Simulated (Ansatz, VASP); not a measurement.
Sb: VASP beside Ansatz

```
Sb
1.0
    -1.69828    1.69828    2.33708
     1.69828   -1.69828    2.33708
     1.69828    1.69828   -2.33708
Sb
1
Direct
  0.00000 0.00000 0.00000
```

Alike in both runs: task single point; functional PBEsol; k mesh 24 × 24 × 24; occupations gaussian, width 0.15 eV; no spin polarisation.

```csv
,VASP,Ansatz
version,VASP 6.6.1,Ansatz 0.2.0
potentials or method,"VASP PAW PBE potentials, release 64 (Sb), cutoff 520 eV","scalar-relativistic, plane waves, PAW"
valence electrons in the cell,5,15
```

|  | VASP | Ansatz | Ansatz less VASP |
| --- | --- | --- | --- |
| gap on the k mesh at the Fermi level (eV) | none | none | - |
| pressure (GPa) | -1.9 | -1.9 | +0.03 |
| traceless stress, the component that is largest in VASP (GPa) | -0.29 | -0.29 | -0.001 |

VASP's potentials were made for PBE, not for PBEsol. A gap of «none» marks a metal or a gap that the smearing closes. VASP's potentials hold 5 valence electrons a cell and Ansatz's 15, so a difference there can come from the potentials and not from the codes.

Neither program's run includes spin-orbit coupling.
